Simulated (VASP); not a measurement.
Write the native input for VASP 6.6.1 that does the following.

```
Task                   : single point
Functional             : LDA
Potentials or basis    : VASP PAW LDA potentials, release 64 (Hf_pv, C)
Cutoff                 : 520 eV
k mesh                 : 9 × 9 × 5
Occupations            : fermi-dirac, width 0.05 eV
Spin                   : no spin polarisation
Dipole correction      : no
Further INCAR settings : ALGO = Normal; EDIFF = 1e-07; NBANDS = 22
```

The structure of HfC lies in POSCAR:

```
HfC
1.0
    3.3428660531      0.0000000000      0.0000000000
   -1.6714330265      2.8950069234      0.0000000000
    0.0000000000      0.0000000000      5.2027140000
Hf C
2 2
Direct
    0.3333333333      0.6666666667      0.2500000000
    0.6666666667      0.3333333333      0.7500000000
    0.0000000000      0.0000000000      0.5000000000
    0.0000000000      0.0000000000      0.0000000000
```

The input as run:

INCAR

```
SYSTEM = HfC
ALGO = Normal
EDIFF = 1E-7
ENCUT = 520
ISIF = 2
ISMEAR = -1
LASPH = .TRUE.
LCHARG = .FALSE.
LREAL = .FALSE.
LWAVE = .FALSE.
NBANDS = 22
NELM = 60
PREC = Accurate
SIGMA = 0.05
```

KPOINTS

```
k-points
0
G
  9 9 5
  0 0 0
```

Potentials or basis: VASP PAW LDA potentials, release 64 (Hf_pv, C).

Launch:

```sh
$ cat potpaw_LDA.64/Hf_pv/POTCAR potpaw_LDA.64/C/POTCAR > POTCAR
$ mpirun -np 1 vasp_std > vasp.out
```

Results of the run:

```json
{
  "Pressure": "-12.4 GPa",
  "Band gap on the k mesh": "zero (band 14 reaches 7.27 eV, above the bottom of band 15 at 6.21 eV)"
}
```

Caveat: spin-orbit coupling is left out, which moves the levels of the heavy elements.

Wall time 19 s on 1 thread of Intel(R) Xeon(R) 6975P-C (Granite Rapids) (shared host), peak memory 0.17 GiB.
